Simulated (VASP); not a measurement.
# C (R-3m) in VASP: further runs

Runs on C. Level: PBEsol. Tasks: single point.

Program: VASP 6.6.1. These are calculated values, not measurements. Logs are shortened: lines on timing, memory, paths and dates and some standing lists are left out, and cuts for length are marked.

## 1. The cell of the first run

It takes space group R-3m (No. 166, trigonal). The conventional cell has a = 2.475 Å, b = 2.475 Å, c = 6.166 Å, α = 90.00°, β = 90.00°, γ = 120.00°. Within 2.0 Å of C (site symmetry 3m) lie 4 C at 1.52 to 1.54 Å.

## 2. Single point, PBEsol

The input, INCAR:

```
  PREC = Accurate
  ENCUT = 600
  EDIFF = 1E-6
  ISMEAR = 0
  SIGMA = 0.01
  LREAL = False
  LASPH = True
  NELM = 120
  ALGO = Normal
  ISIF = 2
  LWAVE = False
  LCHARG = False
  GGA = PS
  NBANDS = 11
  GGA_COMPAT = False
```

The input, KPOINTS:

```
Automatic mesh
0
Gamma
  9 9 9
```

The input, POSCAR:

```
C
1.0
    0.0198319818      1.7700120619      1.7700120619
    1.7700120619      0.0198319818      1.7700120619
    1.7700120619      1.7700120619      0.0198319818
C
2
Direct
    0.0001916485      0.0001916485      0.0001916485
    0.2498083515      0.2498083515      0.2498083515
```

Potentials or basis: VASP PAW PBE potentials, release 64 (C).

On the command line:

```bash
cat potpaw_PBE.64/C/POTCAR > POTCAR
mpirun -np 1 vasp_std > vasp.out
```

OUTCAR:

```text
PREC = Accurate
   ENCUT = 600
   EDIFF = 1E-6
   ISMEAR = 0
   LREAL = False
   LASPH = True
   NELM = 120
   ISIF = 2
   GGA = PS

 ion  position               nearest neighbor table
   1  0.000  0.000  0.000-   2 1.52   2 1.52   2 1.52   2 1.54
   2  0.250  0.250  0.250-   1 1.52   1 1.52   1 1.52   1 1.54

  LATTYP: Found a trigonal (rhomboedric) cell.
 ALAT       =     2.5032536240
 COS(alpha) =     0.5111723470

  Lattice vectors:

 A1 = (   0.0198319818,   1.7700120619,   1.7700120619)
 A2 = (   1.7700120619,   0.0198319818,   1.7700120619)
 A3 = (   1.7700120619,   1.7700120619,   0.0198319818)

Analysis of symmetry for initial positions (statically):
=====================================================================
 Subroutine PRICEL returns:
 Original cell was already a primitive cell.

 Routine SETGRP: Setting up the symmetry group for a
 trigonal (rhombohedral) supercell.

 Subroutine GETGRP returns: Found 12 space group operations
 (whereof  6 operations were pure point group operations)
 out of a pool of 12 trial point group operations.

The static configuration has the point symmetry C_3v.
 The point group associated with its full space group is D_3d.

Analysis of symmetry for dynamics (positions and initial velocities):
=====================================================================
 Subroutine PRICEL returns:
 Original cell was already a primitive cell.

 Routine SETGRP: Setting up the symmetry group for a
 trigonal (rhombohedral) supercell.

 Subroutine GETGRP returns: Found 12 space group operations
 (whereof  6 operations were pure point group operations)
 out of a pool of 12 trial point group operations.

The dynamic configuration has the point symmetry C_3v.
 The point group associated with its full space group is D_3d.

 Subroutine INISYM returns: Found 12 space group operations
 (whereof  6 operations are pure point group operations),
 and found     1 'primitive' translations

----------------------------------------------------------------------------------------

                                     Primitive cell

  volume of cell :      10.9043

  direct lattice vectors                    reciprocal lattice vectors
     0.019831982  1.770012062  1.770012062    -0.287276440  0.284093336  0.284093336
     1.770012062  0.019831982  1.770012062     0.284093336 -0.287276440  0.284093336
     1.770012062  1.770012062  0.019831982     0.284093336  0.284093336 -0.287276440

  length of vectors
     2.503253624  2.503253624  2.503253624     0.493908696  0.493908696  0.493908696

  position of ions in fractional coordinates (direct lattice)
     0.000191648  0.000191648  0.000191648
     0.249808352  0.249808352  0.249808352

  ion indices of the primitive-cell ions
   primitive index   ion index
                 1           1
                 2           2

----------------------------------------------------------------------------------------

 KPOINTS: Automatic mesh

Automatic generation of k-mesh.
 Grid dimensions read from file:
 generate k-points for:    9    9    9

 Generating k-lattice:

  Cartesian coordinates                     Fractional coordinates (reciprocal lattice)
    -0.031919604  0.031565926  0.031565926     0.111111111  0.000000000  0.000000000
     0.031565926 -0.031919604  0.031565926     0.000000000  0.111111111  0.000000000
     0.031565926  0.031565926 -0.031919604     0.000000000  0.000000000  0.111111111

  Length of vectors
     0.054878744  0.054878744  0.054878744

  Shift w.r.t. Gamma in fractional coordinates (k-lattice)
     0.000000000  0.000000000  0.000000000

 Subroutine IBZKPT returns following result:
 ===========================================

 Found     85 irreducible k-points:

 Following reciprocal coordinates:
            Coordinates               Weight
  0.000000  0.000000  0.000000      1.000000
  0.111111  0.000000 -0.000000      6.000000
  0.222222 -0.000000 -0.000000      6.000000
  0.333333  0.000000 -0.000000      6.000000
  0.444444 -0.000000 -0.000000      6.000000
  0.111111  0.111111 -0.000000      6.000000
[... 16 lines left out ...]
 -0.333333  0.333333  0.000000      6.000000
  0.444444  0.444444 -0.000000      6.000000
 [... further k-points ...]
   k-points           NKPTS =     85   k-points in BZ     NKDIM =     85   number of bands    NBANDS=     11
   number of dos      NEDOS =    301   number of ions     NIONS =      2
   total plane-waves  NPLWV =   8000
   dimension x,y,z NGX =    20 NGY =   20 NGZ =   20
   dimension x,y,z NGXF=    40 NGYF=   40 NGZF=   40
   ions per type =               2
   NGX,Y,Z   is equivalent  to a cutoff of  13.28, 13.28, 13.28 a.u.
   NGXF,Y,Z  is equivalent  to a cutoff of  26.56, 26.56, 26.56 a.u.
 SYSTEM =  unknown system
   PREC   = accura    normal or accurate (medium, high low for compatibility)
   ISTART =      0    job   : 0-new  1-cont  2-samecut
   ICHARG =      2    charge: 1-file 2-atom 10-const
   ISPIN  =      1    spin polarized calculation?
   LNONCOLLINEAR =      F non collinear calculations
   LSORBIT =      F    spin-orbit coupling
   LASPH  =      T    aspherical Exc in radial PAW
   ENCUT  =  600.0 eV  44.10 Ry    6.64 a.u.   5.00  5.00  5.00*2*pi/ulx,y,z
   NELM   =    120;   NELMIN=  2; NELMDL= -5     # of ELM steps
   EDIFF  = 0.1E-05   stopping-criterion for ELM
   LREAL  =      F    real-space projection
   EDIFFG = 0.1E-04   stopping-criterion for IOM
   NSW    =      0    number of steps for IOM
   IBRION =     -1    ionic relax: 0-MD 1-quasi-New 2-CG
   NFREE  =      0    steps in history (QN), initial steepest desc. (CG)
   ISIF   =      2    stress and relaxation
   ISYM   =      2    0-nonsym 1-usesym 2-fastsym
   POTIM  = 0.5000    time-step for ionic-motion
   TEBEG  =    0.0;   TEEND  =   0.0 temperature during run
   PSTRESS=    0.0 pullay stress
   NELECT =       8.0000    total number of electrons
   NUPDOWN=      -1.0000    fix difference up-down
   EMIN   =  10.00;   EMAX   =-10.00  energy-range for DOS
   EFERMI =   0.00;   METHOD = LEGACY
   ISMEAR =     0;   SIGMA  =   0.01  broadening in eV -4-tet -1-fermi 0-gaus
   EFERMI_NEDOS =   21; number of points for ismear=-14 and -15
   IALGO  =     38    algorithm
   IMIX   =      4    mixing-type and parameters
     AMIX     =   0.40;   BMIX     =  1.00
     AMIX_MAG =   1.60;   BMIX_MAG =  1.00
  volume/ion in A,a.u.               =       5.45        36.79
  Fermi-wavevector in a.u.,A,eV,Ry     =   1.476518  2.790215 29.662150  2.180106
  Thomas-Fermi vector in A             =   2.591035
   LORBIT       =      0    0 simple, 1 ext, 2 COOP (PROOUT), +10 PAW based schemes
   GGA     = PS    functional components
   LHFCALC =     F    Hartree Fock is set to
   AEXX    =    0.0000 exact exchange contribution
   IVDW    =     0    specifies the selected vdW correction
   LEPSILON=     F    determine dielectric tensor
   LRPA    =     F    only Hartree local field effects (RPA)
 non-spin polarized calculation
 Gauss-broadening in eV      SIGMA  =   0.01
  energy-cutoff  :      600.00
  volume of cell :       10.90
 maximum number of plane-waves:       372
   NGX =  9   NGY =  9   NGZ =  9

 number of electron       7.9999999 magnetization

 Free energy of the ion-electron system (eV)
  ---------------------------------------------------
  ext. energy  EPLUGINS =         0.00000000
  ---------------------------------------------------
  free energy    TOTEN  =       -19.23056911 eV

  energy without entropy =      -19.23056911  energy(sigma->0) =      -19.23056911

 E-fermi :  10.4172     XC(G=0): -13.6286

 val. band max:       10.3164728908   @ k =   0.0000   0.0000   0.0000
 cond. band min:      14.4067075116   @ k =   0.3333   0.3333  -0.0000
 fundamental gap:      4.0902346208
 Fermi energy:        10.4171754361

 k-point     1 :       0.0000    0.0000    0.0000
  band No.  band energies     occupation
      1     -11.7728      2.00000
      2      10.2273      2.00000
      3      10.3165      2.00000
      4      10.3165      2.00000
      5      15.6024      0.00000
      6      16.0959      0.00000
      7      16.0959      0.00000
      8      24.5901      0.00000
      9      29.7719      0.00000
     10      37.2050      0.00000
     11      37.2050      0.00000

 k-point     2 :       0.1111    0.0000   -0.0000
  band No.  band energies     occupation
      1     -11.4183      2.00000
      2       8.2710      2.00000
      3       9.6601      2.00000
      4       9.7393      2.00000
      5      16.3962      0.00000
      6      16.8397      0.00000
      7      17.1738      0.00000
      8      24.8112      0.00000
      9      30.3254      0.00000
     10      34.0632      0.00000
     11      34.3109      0.00000

 k-point     3 :       0.2222   -0.0000   -0.0000
  band No.  band energies     occupation
      1     -10.3616      2.00000
      2       4.5225      2.00000
      3       8.6329      2.00000
      4       8.6891      2.00000
      5      17.7147      0.00000
      6      18.1178      0.00000
      7      18.4943      0.00000
      8      25.3684      0.00000
      9      31.0967      0.00000
     10      32.5924      0.00000
     11      32.9800      0.00000

 k-point     4 :       0.3333    0.0000   -0.0000
  band No.  band energies     occupation
      1      -8.6325      2.00000
      2       0.6609      2.00000
      3       7.8081      2.00000
      4       7.8319      2.00000
      5      18.4512      0.00000
      6      18.8216      0.00000
      7      19.2394      0.00000
      8      25.8963      0.00000
      9      31.4838      0.00000
     10      33.4610      0.00000
     11      33.9990      0.00000

 k-point     5 :       0.4444   -0.0000   -0.0000
  band No.  band energies     occupation
      1      -6.3823      2.00000
      2      -2.7269      2.00000
      3       7.3748      2.00000
      4       7.3772      2.00000
      5      18.5961      0.00000
      6      18.9473      0.00000
      7      19.5512      0.00000
      8      26.0863      0.00000
      9      32.2656      0.00000
     10      35.3278      0.00000
     11      35.7588      0.00000
[... 211 lines left out ...]
 k-point    21 :       0.4444    0.3333   -0.0000
  band No.  band energies     occupation
      1      -5.9685      2.00000
      2       0.9535      2.00000
      3       3.3744      2.00000
      4       4.2392      2.00000
      5      15.0043      0.00000
      6      17.8182      0.00000
      7      25.5691      0.00000
      8      25.8925      0.00000
      9      32.9858      0.00000
     10      33.7662      0.00000
     11      41.4952      0.00000

 k-point    22 :      -0.4444    0.3333    0.0000
  band No.  band energies     occupation
      1      -3.8567      2.00000
      2      -1.0829      2.00000
      3       1.3415      2.00000
      4       4.4826      2.00000
      5      15.5999      0.00000
      6      20.6199      0.00000
      7      25.0790      0.00000
      8      26.1185      0.00000
      9      30.4792      0.00000
     10      34.8742      0.00000
     11      37.5847      0.00000

 k-point    23 :      -0.3333    0.3333    0.0000
  band No.  band energies     occupation
      1      -3.9444      2.00000
      2      -0.9503      2.00000
      3       0.4654      2.00000
      4       5.3029      2.00000
      5      16.4291      0.00000
      6      23.4733      0.00000
      7      24.5404      0.00000
      8      25.8182      0.00000
      9      27.3501      0.00000
     10      34.0588      0.00000
     11      35.7277      0.00000

 k-point    24 :       0.4444    0.4444   -0.0000
  band No.  band energies     occupation
      1      -4.5541      2.00000
      2      -0.8835      2.00000
      3       3.7012      2.00000
      4       3.9483      2.00000
      5      14.5199      0.00000
      6      15.7003      0.00000
      7      27.2637      0.00000
      8      27.2799      0.00000
      9      33.6880      0.00000
     10      34.3396      0.00000
     11      43.5480      0.00000

 [... further k-points ...]
[... 5 lines left out ...]
  --------------------------------------------------------------------------------------
  -------------------------------------------------------------------------------------
  Total        0.9695476      0.9695476      0.9695476     -0.4673320     -0.4673320     -0.4673320
  in kB      142.4563455    142.4563455    142.4563455    -68.6654355    -68.6654355    -68.6654355
  external PRESSURE =     142.4563455 kB  Pullay stress =       0.0000000 kB

 VOLUME and BASIS-vectors are now :
 -----------------------------------------------------------------------------
  energy-cutoff  :      600.00
  volume of cell :       10.90
      direct lattice vectors                 reciprocal lattice vectors
     0.019831982  1.770012062  1.770012062    -0.287276440  0.284093336  0.284093336
     1.770012062  0.019831982  1.770012062     0.284093336 -0.287276440  0.284093336
     1.770012062  1.770012062  0.019831982     0.284093336  0.284093336 -0.287276440

 POSITION                                       TOTAL-FORCE (eV/Angst)
 -----------------------------------------------------------------------------------
      0.00068      0.00068      0.00068         0.002513      0.002513      0.002513
      0.88928      0.88928      0.88928        -0.002513     -0.002513     -0.002513
 -----------------------------------------------------------------------------------
    total drift:                                0.000000      0.000000      0.000000

  FREE ENERGIE OF THE ION-ELECTRON SYSTEM (eV)
  ---------------------------------------------------
  free  energy   TOTEN  =       -19.2305691095 eV

  energy  without entropy=      -19.2305691095  energy(sigma->0) =      -19.23056911
```

Wall time 14 s (1 thread of AMD EPYC 7R43 (Zen 3), shared host); peak memory 0.09 GiB.

Results:

* Free energy: -19.2306 eV
* Pressure: 14.2 GPa
* Largest force: 0.004 eV/Å
* Band gap on the k mesh: 4.09 eV, indirect (least direct gap 5.29 eV)

Forces in eV/Å, atoms in the order of the input:
```
C    0.003  0.003  0.003
C   -0.003 -0.003 -0.003
```

Levels at points of the mesh, in eV from the valence-band top:
```
           k point  band 1  band 2  band 3  band 4  band 5  band 6  band 7  band 8
(0.00, 0.00, 0.00)  -22.09   -0.09    0.00    0.00    5.29    5.78    5.78   14.27
```

Caveat: the PAW data sets were made with another functional, which shifts forces and pressure a little.

## 3. Single point, PBEsol

The input, INCAR:

```
SYSTEM = C
PREC = Accurate
ENCUT = 600
EDIFF = 1E-6
ISMEAR = 0
SIGMA = 0.01
LREAL = .FALSE.
LASPH = .TRUE.
NELM = 120
ALGO = Normal
ISIF = 2
LWAVE = .FALSE.
LCHARG = .FALSE.
GGA = PS
NBANDS = 11
GGA_COMPAT = .FALSE.
```

The input, KPOINTS:

```
regular mesh
0
G
  9 9 9
  0 0 0
```

POSCAR is that of step 2.

Potentials or basis: VASP PAW PBE potentials, release 64 (C).

On the command line:

```bash
cat potpaw_PBE.64/C/POTCAR > POTCAR
mpirun -np 1 vasp_std > vasp.out
```

Run time: 13 s. Hardware: 1 thread of AMD EPYC 7R43 (Zen 3), shared host; peak memory 0.08 GiB.

The run converged. Its results:

- Free energy: -19.2306 eV
- Pressure: 14.2 GPa
- Largest force: 0.004 eV/Å
- Band gap on the k mesh: 4.09 eV, indirect (least direct gap 5.29 eV)

Forces on the atoms (eV/Å):
```
C    0.003  0.003  0.003
C   -0.003 -0.003 -0.003
```

Stress tensor (GPa, compression positive):
```
14.25 -6.87 -6.87
-6.87 14.25 -6.87
-6.87 -6.87 14.25
```

Levels at points of the mesh, in eV from the valence-band top:
```csv
k point,band 2,band 3,band 4,band 5,band 6,band 7
"(0.00, 0.00, 0.00)",-0.09,0.00,0.00,5.29,5.78,5.78
```

Caveat: the PAW data sets were made with another functional, which shifts forces and pressure a little.

## 4. Single point, PBEsol (strained cell)

The input, INCAR:

```
SYSTEM = C
PREC = Accurate
ENCUT = 600
EDIFF = 1E-6
ISMEAR = 0
SIGMA = 0.02
LREAL = .False.
LASPH = .True.
NELM = 120
ALGO = Normal
ISIF = 2
LWAVE = .False.
LCHARG = .True.
GGA = PS
LELF = .True.
LVHAR = .True.
NBANDS = 11
GGA_COMPAT = .False.
```

The input, KPOINTS:

```
regular mesh
0
Gamma
  9 9 9
  0 0 0
```

The input, POSCAR:

```
C
1.0
    0.0284293211      1.7786094012      1.7786094012
    1.7786094012      0.0284293211      1.7786094012
    1.7786094012      1.7786094012      0.0284293211
C
2
Direct
    0.0002275318      0.0002275318      0.0002275318
    0.2497724682      0.2497724682      0.2497724682
```

Potentials or basis: VASP PAW PBE potentials, release 64 (C).

On the command line:

```bash
cat potpaw_PBE.64/C/POTCAR > POTCAR
mpirun -np 1 vasp_std > vasp.out
```

OUTCAR:

```text
SYSTEM = C
   PREC = Accurate
   ENCUT = 600
   EDIFF = 1E-6
   ISMEAR = 0
   LREAL = .False.
   LASPH = .True.
   NELM = 120
   ISIF = 2
   GGA = PS

 ion  position               nearest neighbor table
   1  0.000  0.000  0.000-   2 1.52   2 1.52   2 1.52   2 1.55
   2  0.250  0.250  0.250-   1 1.52   1 1.52   1 1.52   1 1.55

  LATTYP: Found a trigonal (rhomboedric) cell.
 ALAT       =     2.5154941921
 COS(alpha) =     0.5159181103

  Lattice vectors:

[... 515 lines left out ...]
      5      14.3565      0.00000
      6      15.6235      0.00000
      7      27.0395      0.00000
      8      27.0422      0.00000
      9      33.4396      0.00000
     10      34.1215      0.00000
     11      43.3013      0.00000

 [... further k-points ...]
[... 5 lines left out ...]
  --------------------------------------------------------------------------------------
  -------------------------------------------------------------------------------------
  Total        0.7409161      0.7409161      0.7409161     -0.6604738     -0.6604738     -0.6604738
  in kB      108.0802872    108.0802872    108.0802872    -96.3458536    -96.3458536    -96.3458536
  external PRESSURE =     108.0802872 kB  Pullay stress =       0.0000000 kB

 VOLUME and BASIS-vectors are now :
 -----------------------------------------------------------------------------
  energy-cutoff  :      600.00
  volume of cell :       10.98
      direct lattice vectors                 reciprocal lattice vectors
     0.028429321  1.778609401  1.778609401    -0.287949981  0.283419795  0.283419795
     1.778609401  0.028429321  1.778609401     0.283419795 -0.287949981  0.283419795
     1.778609401  1.778609401  0.028429321     0.283419795  0.283419795 -0.287949981

 POSITION                                       TOTAL-FORCE (eV/Angst)
 -----------------------------------------------------------------------------------
      0.00082      0.00082      0.00082         0.005243      0.005243      0.005243
      0.89560      0.89560      0.89560        -0.005243     -0.005243     -0.005243
 -----------------------------------------------------------------------------------
    total drift:                                0.000000      0.000000      0.000000

  FREE ENERGIE OF THE ION-ELECTRON SYSTEM (eV)
  ---------------------------------------------------
  free  energy   TOTEN  =       -19.2289960750 eV

  energy  without entropy=      -19.2289960750  energy(sigma->0) =      -19.22899608
```

OSZICAR:

```text
N       E                     dE             d eps       ncg     rms          rms(c)
DAV:   1     0.140032360438E+01    0.14003E+01   -0.54097E+03  1910   0.817E+02
DAV:   2    -0.195401410849E+02   -0.20940E+02   -0.20273E+02  2408   0.133E+02
DAV:   3    -0.199578292038E+02   -0.41769E+00   -0.41670E+00  2224   0.146E+01
DAV:   4    -0.199584550035E+02   -0.62580E-03   -0.62579E-03  2000   0.713E-01
DAV:   5    -0.199584556914E+02   -0.68792E-06   -0.68793E-06  2171   0.224E-02    0.581E+00
DAV:   6    -0.194164710024E+02    0.54198E+00   -0.27986E-01  1912   0.369E+00    0.342E+00
DAV:   7    -0.192283671065E+02    0.18810E+00   -0.33418E-01  2044   0.408E+00    0.731E-01
DAV:   8    -0.192289708284E+02   -0.60372E-03   -0.80509E-03  1981   0.717E-01    0.299E-02
DAV:   9    -0.192289877503E+02   -0.16922E-04   -0.15706E-05  2245   0.368E-02    0.219E-02
DAV:  10    -0.192289962517E+02   -0.85013E-05   -0.35679E-06  2042   0.166E-02    0.446E-03
DAV:  11    -0.192289960750E+02    0.17666E-06   -0.14585E-07  1136   0.346E-03
   1 F= -.19228996E+02 E0= -.19228996E+02  d E =-.176360E-15
```

Wall time 14 s (1 thread of AMD EPYC 7R43 (Zen 3), shared host); peak memory 0.09 GiB.

What came out:

| Quantity | Value |
| --- | --- |
| Free energy | -19.2290 eV |
| Pressure | 10.8 GPa |
| Largest force | 0.009 eV/Å |
| Band gap on the k mesh | 4.06 eV, indirect (least direct gap 5.10 eV) |

Forces in eV/Å, atoms in the order of the input:
```
C    0.005  0.005  0.005
C   -0.005 -0.005 -0.005
```

Caveat: the cell differs from its parent crystal (strained cell); the PAW data sets were made with another functional, which shifts forces and pressure a little. A k mesh can miss the band edges.
